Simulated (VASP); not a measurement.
# BP (F-43m) in VASP: a series of runs

BP is run at these levels: PBEsol; tasks: single point, relaxation of cell and atoms.

Program: VASP 6.6.1. These are calculated values, not measurements. Logs are shortened: lines on timing, memory, paths and dates and some standing lists are left out, and cuts for length are marked.

### Step 1. The cell of the first run

Symmetry: F-43m, No. 216, cubic system. Conventional cell: a = 4.538 Å, b = 4.538 Å, c = 4.538 Å, α = 90.00°, β = 90.00°, γ = 90.00°. Within 2.6 Å of B (site symmetry -43m) lie 4 P at 1.97 Å. Within 2.6 Å of P (site symmetry -43m) lie 4 B at 1.97 Å.

### Step 2. Single point, PBEsol

The input, INCAR:

```
PREC = Accurate ; ENCUT = 500
EDIFF = 1E-6 ; ISMEAR = 0
SIGMA = 0.1 ; LREAL = F
LASPH = T ; NELM = 120
ALGO = Normal ; ISIF = 2
LWAVE = F ; LCHARG = F
GGA = PS ; NBANDS = 11
GGA_COMPAT = F
```

The input, KPOINTS:

```
Automatic mesh
0
Gamma
  6 6 6
```

The input, POSCAR:

```
BP
1.0
    0.0000000000      2.2690000000      2.2690000000
    2.2690000000      0.0000000000      2.2690000000
    2.2690000000      2.2690000000      0.0000000000
B P
1 1
Direct
    0.0000000000      0.0000000000      0.0000000000
    0.7500000000      0.7500000000      0.7500000000
```

Potentials or basis: VASP PAW PBE potentials, release 64 (B, P).

Launch:

```sh
> cat potpaw_PBE.64/B/POTCAR potpaw_PBE.64/P/POTCAR > POTCAR
> mpirun -np 1 vasp_std > vasp.out
```

OUTCAR:

```text
PREC = Accurate
   ENCUT = 500
   EDIFF = 1E-6
   ISMEAR = 0
   LREAL = F
   LASPH = T
   NELM = 120
   ISIF = 2
   GGA = PS

 ion  position               nearest neighbor table
   1  0.000  0.000  0.000-   2 1.97   2 1.97   2 1.97   2 1.97
   2  0.750  0.750  0.750-   1 1.97   1 1.97   1 1.97   1 1.97

  LATTYP: Found a face centered cubic cell.
 ALAT       =     4.5380000000

  Lattice vectors:

 A1 = (   0.0000000000,   2.2690000000,   2.2690000000)
 A2 = (   2.2690000000,   0.0000000000,   2.2690000000)
 A3 = (   2.2690000000,   2.2690000000,   0.0000000000)

Analysis of symmetry for initial positions (statically):
=====================================================================
 Subroutine PRICEL returns:
 Original cell was already a primitive cell.

 Routine SETGRP: Setting up the symmetry group for a
 face centered cubic supercell.

 Subroutine GETGRP returns: Found 24 space group operations
 (whereof 24 operations were pure point group operations)
 out of a pool of 48 trial point group operations.

The static configuration has the point symmetry T_d .

Analysis of symmetry for dynamics (positions and initial velocities):
=====================================================================
 Subroutine PRICEL returns:
 Original cell was already a primitive cell.

 Routine SETGRP: Setting up the symmetry group for a
 face centered cubic supercell.

 Subroutine GETGRP returns: Found 24 space group operations
 (whereof 24 operations were pure point group operations)
 out of a pool of 48 trial point group operations.

The dynamic configuration has the point symmetry T_d .

 Subroutine INISYM returns: Found 24 space group operations
 (whereof 24 operations are pure point group operations),
 and found     1 'primitive' translations

----------------------------------------------------------------------------------------

                                     Primitive cell

  volume of cell :      23.3633

  direct lattice vectors                    reciprocal lattice vectors
     0.000000000  2.269000000  2.269000000    -0.220361393  0.220361393  0.220361393
     2.269000000  0.000000000  2.269000000     0.220361393 -0.220361393  0.220361393
     2.269000000  2.269000000  0.000000000     0.220361393  0.220361393 -0.220361393

  length of vectors
     3.208850573  3.208850573  3.208850573     0.381677128  0.381677128  0.381677128

  position of ions in fractional coordinates (direct lattice)
     0.000000000  0.000000000  0.000000000
     0.750000000  0.750000000  0.750000000

  ion indices of the primitive-cell ions
   primitive index   ion index
                 1           1
                 2           2

----------------------------------------------------------------------------------------

 KPOINTS: Automatic mesh

Automatic generation of k-mesh.
 Grid dimensions read from file:
 generate k-points for:    6    6    6

 Generating k-lattice:

  Cartesian coordinates                     Fractional coordinates (reciprocal lattice)
    -0.036726899  0.036726899  0.036726899     0.166666667  0.000000000  0.000000000
     0.036726899 -0.036726899  0.036726899     0.000000000  0.166666667  0.000000000
     0.036726899  0.036726899 -0.036726899     0.000000000  0.000000000  0.166666667

  Length of vectors
     0.063612855  0.063612855  0.063612855

  Shift w.r.t. Gamma in fractional coordinates (k-lattice)
     0.000000000  0.000000000  0.000000000

 Subroutine IBZKPT returns following result:
 ===========================================

 Found     16 irreducible k-points:

 Following reciprocal coordinates:
            Coordinates               Weight
  0.000000  0.000000  0.000000      1.000000
  0.166667  0.000000  0.000000      8.000000
  0.333333  0.000000  0.000000      8.000000
  0.500000  0.000000  0.000000      4.000000
  0.166667  0.166667  0.000000      6.000000
  0.333333  0.166667  0.000000     24.000000
[... 8 lines left out ...]
 -0.333333  0.333333  0.166667     24.000000
 -0.333333  0.500000  0.166667     12.000000
   k-points           NKPTS =     16   k-points in BZ     NKDIM =     16   number of bands    NBANDS=     11
   number of dos      NEDOS =    301   number of ions     NIONS =      2
   total plane-waves  NPLWV =  13824
   dimension x,y,z NGX =    24 NGY =   24 NGZ =   24
   dimension x,y,z NGXF=    48 NGYF=   48 NGZF=   48
   ions per type =               1   1
   NGX,Y,Z   is equivalent  to a cutoff of  12.43, 12.43, 12.43 a.u.
   NGXF,Y,Z  is equivalent  to a cutoff of  24.87, 24.87, 24.87 a.u.
 SYSTEM =  unknown system
   PREC   = accura    normal or accurate (medium, high low for compatibility)
   ISTART =      0    job   : 0-new  1-cont  2-samecut
   ICHARG =      2    charge: 1-file 2-atom 10-const
   ISPIN  =      1    spin polarized calculation?
   LNONCOLLINEAR =      F non collinear calculations
   LSORBIT =      F    spin-orbit coupling
   LASPH  =      T    aspherical Exc in radial PAW
   ENCUT  =  500.0 eV  36.75 Ry    6.06 a.u.   5.85  5.85  5.85*2*pi/ulx,y,z
   NELM   =    120;   NELMIN=  2; NELMDL= -5     # of ELM steps
   EDIFF  = 0.1E-05   stopping-criterion for ELM
   LREAL  =      F    real-space projection
   EDIFFG = 0.1E-04   stopping-criterion for IOM
   NSW    =      0    number of steps for IOM
   IBRION =     -1    ionic relax: 0-MD 1-quasi-New 2-CG
   NFREE  =      0    steps in history (QN), initial steepest desc. (CG)
   ISIF   =      2    stress and relaxation
   ISYM   =      2    0-nonsym 1-usesym 2-fastsym
   POTIM  = 0.5000    time-step for ionic-motion
   TEBEG  =    0.0;   TEEND  =   0.0 temperature during run
   PSTRESS=    0.0 pullay stress
   NELECT =       8.0000    total number of electrons
   NUPDOWN=      -1.0000    fix difference up-down
   EMIN   =  10.00;   EMAX   =-10.00  energy-range for DOS
   EFERMI =   0.00;   METHOD = LEGACY
   ISMEAR =     0;   SIGMA  =   0.10  broadening in eV -4-tet -1-fermi 0-gaus
   EFERMI_NEDOS =   21; number of points for ismear=-14 and -15
   IALGO  =     38    algorithm
   IMIX   =      4    mixing-type and parameters
     AMIX     =   0.40;   BMIX     =  1.00
     AMIX_MAG =   1.60;   BMIX_MAG =  1.00
  volume/ion in A,a.u.               =      11.68        78.83
  Fermi-wavevector in a.u.,A,eV,Ry     =   1.145320  2.164342 17.847562  1.311759
  Thomas-Fermi vector in A             =   2.282009
   LORBIT       =      0    0 simple, 1 ext, 2 COOP (PROOUT), +10 PAW based schemes
   GGA     = PS    functional components
   LHFCALC =     F    Hartree Fock is set to
   AEXX    =    0.0000 exact exchange contribution
   IVDW    =     0    specifies the selected vdW correction
   LEPSILON=     F    determine dielectric tensor
   LRPA    =     F    only Hartree local field effects (RPA)
 non-spin polarized calculation
 Gauss-broadening in eV      SIGMA  =   0.10
  energy-cutoff  :      500.00
  volume of cell :       23.36
 maximum number of plane-waves:       609
   NGX = 11   NGY = 11   NGZ = 11

 number of electron       8.0000000 magnetization

 Free energy of the ion-electron system (eV)
  ---------------------------------------------------
  ext. energy  EPLUGINS =         0.00000000
  ---------------------------------------------------
  free energy    TOTEN  =       -13.65378682 eV

  energy without entropy =      -13.65378682  energy(sigma->0) =      -13.65378682

 E-fermi :   7.9274     XC(G=0): -11.0434

 val. band max:        7.4119949438   @ k =   0.0000   0.0000   0.0000
 cond. band min:       8.6337636507   @ k =   0.5000   0.5000   0.0000
 fundamental gap:      1.2217687070
 Fermi energy:         7.9274405110

 k-point     1 :       0.0000    0.0000    0.0000
  band No.  band energies     occupation
      1      -8.0886      2.00000
      2       7.4120      2.00000
      3       7.4120      2.00000
      4       7.4120      2.00000
      5      10.7657      0.00000
      6      10.7657      0.00000
      7      10.7657      0.00000
      8      14.7546      0.00000
      9      18.6510      0.00000
     10      19.5295      0.00000
     11      19.5295      0.00000

 k-point     2 :       0.1667    0.0000    0.0000
  band No.  band energies     occupation
      1      -7.5891      2.00000
      2       4.5522      2.00000
      3       6.7398      2.00000
      4       6.7398      2.00000
      5      11.3820      0.00000
      6      11.6770      0.00000
      7      11.6770      0.00000
      8      16.0245      0.00000
      9      18.2899      0.00000
     10      18.2899      0.00000
     11      19.9137      0.00000

 k-point     3 :       0.3333    0.0000    0.0000
  band No.  band energies     occupation
      1      -6.1648      2.00000
      2       0.6371      2.00000
      3       5.9337      2.00000
      4       5.9337      2.00000
      5      11.2579      0.00000
      6      12.2142      0.00000
      7      12.2142      0.00000
      8      17.3690      0.00000
      9      19.2436      0.00000
     10      19.2436      0.00000
     11      20.6426      0.00000

 k-point     4 :       0.5000    0.0000    0.0000
  band No.  band energies     occupation
      1      -4.7377      2.00000
      2      -1.6872      2.00000
      3       5.6444      2.00000
      4       5.6444      2.00000
      5      11.1430      0.00000
      6      12.0582      0.00000
      7      12.0582      0.00000
      8      17.3372      0.00000
      9      22.0006      0.00000
     10      22.0006      0.00000
     11      22.0434      0.00000
[... 127 lines left out ...]
 k-point    14 :       0.5000    0.3333    0.1667
  band No.  band energies     occupation
      1      -4.9363      2.00000
      2       0.8735      2.00000
      3       2.3509      2.00000
      4       4.1103      2.00000
      5      11.3418      0.00000
      6      12.8267      0.00000
      7      13.8451      0.00000
      8      16.8947      0.00000
      9      20.0552      0.00000
     10      20.9149      0.00000
     11      25.0207      0.00000

 k-point    15 :      -0.3333    0.3333    0.1667
  band No.  band energies     occupation
      1      -3.6186      2.00000
      2      -0.7379      2.00000
      3       1.8604      2.00000
      4       3.3874      2.00000
      5      11.8271      0.00000
      6      13.0471      0.00000
      7      15.9533      0.00000
      8      16.5134      0.00000
      9      17.8477      0.00000
     10      22.1994      0.00000
     11      24.8838      0.00000

 k-point    16 :      -0.3333    0.5000    0.1667
  band No.  band energies     occupation
      1      -3.0055      2.00000
      2      -0.8182      2.00000
      3       2.0484      2.00000
      4       2.1692      2.00000
      5      11.1548      0.00000
      6      11.7502      0.00000
      7      16.4981      0.00000
      8      17.1262      0.00000
      9      20.3114      0.00000
     10      23.5682      0.00000
     11      23.8193      0.00000

------------------------ aborting loop because EDIFF is reached ----------------------------------------

  FORCE on cell =-STRESS in cart. coord.  units (eV):
  Direction    XX          YY          ZZ          XY          YZ          ZX
  --------------------------------------------------------------------------------------
  -------------------------------------------------------------------------------------
  Total       -0.2503970     -0.2503970     -0.2503970      0.0000000     -0.0000000     -0.0000000
  in kB      -17.1714199    -17.1714199    -17.1714199      0.0000000     -0.0000000     -0.0000000
  external PRESSURE =     -17.1714199 kB  Pullay stress =       0.0000000 kB

 VOLUME and BASIS-vectors are now :
 -----------------------------------------------------------------------------
  energy-cutoff  :      500.00
  volume of cell :       23.36
      direct lattice vectors                 reciprocal lattice vectors
     0.000000000  2.269000000  2.269000000    -0.220361393  0.220361393  0.220361393
     2.269000000  0.000000000  2.269000000     0.220361393 -0.220361393  0.220361393
     2.269000000  2.269000000  0.000000000     0.220361393  0.220361393 -0.220361393

 POSITION                                       TOTAL-FORCE (eV/Angst)
 -----------------------------------------------------------------------------------
      0.00000      0.00000      0.00000        -0.000000      0.000000      0.000000
      3.40350      3.40350      3.40350         0.000000     -0.000000     -0.000000
 -----------------------------------------------------------------------------------
    total drift:                               -0.000000     -0.000000     -0.000000

  FREE ENERGIE OF THE ION-ELECTRON SYSTEM (eV)
  ---------------------------------------------------
  free  energy   TOTEN  =       -13.6537868221 eV

  energy  without entropy=      -13.6537868221  energy(sigma->0) =      -13.65378682
```

Run time: 5.5 s. Hardware: 1 thread of Intel Xeon 8259CL, shared host; peak memory 0.13 GiB.

What came out:

| Property | Result |
| --- | --- |
| Free energy | -13.6538 eV |
| Pressure | -1.7 GPa |
| Band gap on the k mesh | 1.22 eV, indirect (least direct gap 3.35 eV) |

Caveat: the PAW data sets were made with another functional, which shifts forces and pressure a little. A k mesh can miss the band edges.

### Step 3. Single point, PBEsol

This run uses another cell than the first one, of 11.76 Å³/atom, 1.007 times its volume.

The input, INCAR:

```
SYSTEM = BP
ALGO = Normal ; EDIFF = 1E-6
ENCUT = 500 ; GGA = PS
GGA_COMPAT = .FALSE. ; ISIF = 2
ISMEAR = 0 ; LASPH = .TRUE.
LCHARG = .TRUE. ; LELF = .TRUE.
LREAL = .FALSE. ; LVHAR = .TRUE.
LWAVE = .FALSE. ; NBANDS = 11
NELM = 120 ; PREC = Accurate
SIGMA = 0.01
```

The input, KPOINTS:

```
k-points
0
G
  10 10 10
  0 0 0
```

The input, POSCAR:

```
BP
1.0
    0.0000000000      2.2739288058      2.2739288058
    2.2739288058      0.0000000000      2.2739288058
    2.2739288058      2.2739288058      0.0000000000
B P
1 1
Direct
    0.0000000000      0.0000000000      0.0000000000
    0.7500000000      0.7500000000      0.7500000000
```

Potentials or basis: VASP PAW PBE potentials, release 64 (B, P).

Launch:

```sh
> cat potpaw_PBE.64/B/POTCAR potpaw_PBE.64/P/POTCAR > POTCAR
> mpirun -np 1 vasp_std > vasp.out
```

Wall time 13 s (1 thread of Intel Xeon 8259CL, shared host); peak memory 0.14 GiB.

Results (log left out):

| Property | Result |
| --- | --- |
| Free energy | -13.6697 eV |
| Pressure | -2.9 GPa |
| Band gap on the k mesh | 1.14 eV, indirect (least direct gap 3.35 eV) |

Levels at points of the mesh, in eV from the valence-band top:
```tsv
k point	band 1	band 2	band 3	band 4	band 5	band 6	band 7	band 8
(0.00, 0.00, 0.00)	-15.44	0.00	0.00	0.00	3.35	3.35	3.35	7.24
(0.50, 0.00, 0.00)	-12.11	-9.05	-1.76	-1.76	3.69	4.65	4.65	9.91
(0.50, 0.50, 0.00)	-10.60	-8.57	-4.12	-4.12	1.24	1.52	12.04	12.04
```

Caveat: the PAW data sets were made with another functional, which shifts forces and pressure a little.

### Step 4. Relaxation of cell and atoms, PBEsol, target pressure -3 GPa, at which the enthalpy is minimised

This run uses another cell than the first one, of 11.54 Å³/atom, 0.988 times its volume.

The input, INCAR:

```
SYSTEM = BP
  PREC = Accurate
  ENCUT = 500
  EDIFF = 1E-7
  ISMEAR = 0
  SIGMA = 0.01
  LREAL = .False.
  LASPH = .True.
  NELM = 120
  ALGO = Normal
  ISIF = 3
  LWAVE = .False.
  LCHARG = .False.
  GGA = PS
  IBRION = 2
  NSW = 80
  EDIFFG = -0.001
  PSTRESS = -30.0
  GGA_COMPAT = .False.
  NELMIN = 4
```

The input, KPOINTS:

```
Automatic mesh
0
Gamma
  10 10 10
  0 0 0
```

The input, POSCAR:

```
BP
1.0
    0.0000000000      2.2600863884      2.2600863884
    2.2600863884      0.0000000000      2.2600863884
    2.2600863884      2.2600863884      0.0000000000
B P
1 1
Direct
    0.0000000000      0.0000000000      0.0000000000
    0.7500000000      0.7500000000      0.7500000000
```

Launch:

```sh
> cat potpaw_PBE.64/B/POTCAR potpaw_PBE.64/P/POTCAR > POTCAR
> mpirun -np 1 vasp_std > vasp.out
```

It took 21 s on 1 thread of Intel Xeon 8259CL, shared host; peak memory 0.14 GiB.

The run converged. Its results:

```
Free energy                                            : -13.6692 eV
Relaxed volume                                         : 11.77 Å³/atom
Relaxed cell                                           : a = 3.217 Å, b = 3.217 Å, c = 3.217 Å, α = 60.00°, β = 60.00°, γ = 60.00°
Space group after relaxing (to 0.05 Å)                 : F-43m (No. 216)
Energy change on relaxing (the enthalpy is what falls) : +2.0 meV/atom
Ionic steps                                            : 3
Pressure after relaxing                                : -3.0 GPa
Band gap on the k mesh                                 : 1.14 eV, indirect (least direct gap 3.35 eV)
```

The path:
```csv
step,energy change (eV),largest force (eV/Å),pressure (GPa),volume (Å³)
1,0.0000,0.0000,0.11,23.09
2,0.0120,0.0000,-5.03,23.85
3,0.0041,0.0000,-3.00,23.53
```

Final structure:
```yaml
crystal:
  lattice:
    - [0.00000, 2.27447, 2.27447]
    - [2.27447, 0.00000, 2.27447]
    - [2.27447, 2.27447, 0.00000]
  atoms:
    - { symbol: B, position: [0.00000, 0.00000, 0.00000] }
    - { symbol: P, position: [0.75000, 0.75000, 0.75000] }
```

Levels at points of the mesh, in eV from the valence-band top:
```tsv
k point	band 1	band 2	band 3	band 4	band 5	band 6	band 7	band 8
(0.00, 0.00, 0.00)	-15.43	0.00	0.00	0.00	3.35	3.35	3.35	7.23
(0.50, 0.00, 0.00)	-12.11	-9.04	-1.76	-1.76	3.69	4.64	4.64	9.90
(0.50, 0.50, 0.00)	-10.60	-8.56	-4.12	-4.12	1.24	1.52	12.03	12.03
```

Caveat: the cell is relaxed towards a set pressure, so the enthalpy falls and the energy may rise; the PAW data sets were made with another functional, which shifts forces and pressure a little.

### Step 5. Overview

```csv
task,cell,k mesh,smearing,gap on the mesh (eV),pressure (GPa)
single point,"a = 3.209 Å, angles 60.0°, 2 atoms",6 × 6 × 6,gaussian 0.1 eV,1.22,-1.7
single point,"a = 3.216 Å, angles 60.0°, 2 atoms",10 × 10 × 10,gaussian 0.01 eV,1.14,-2.9
relaxation of cell and atoms,"relaxed to -3 GPa from a = 3.196 Å, angles 60.0°, 2 atoms",10 × 10 × 10,gaussian 0.01 eV,1.14,-3.0
```

Alike in all rows: level PBEsol; potentials or basis VASP PAW PBE potentials, release 64 (B, P); no spin polarisation; cutoff (eV) 500.

Caveats: the PAW data sets were made with another functional, which shifts forces and pressure a little; the cell is relaxed towards a set pressure, so the enthalpy falls and the energy may rise (some runs).

Absolute energies hang on the potentials; compare differences alone.
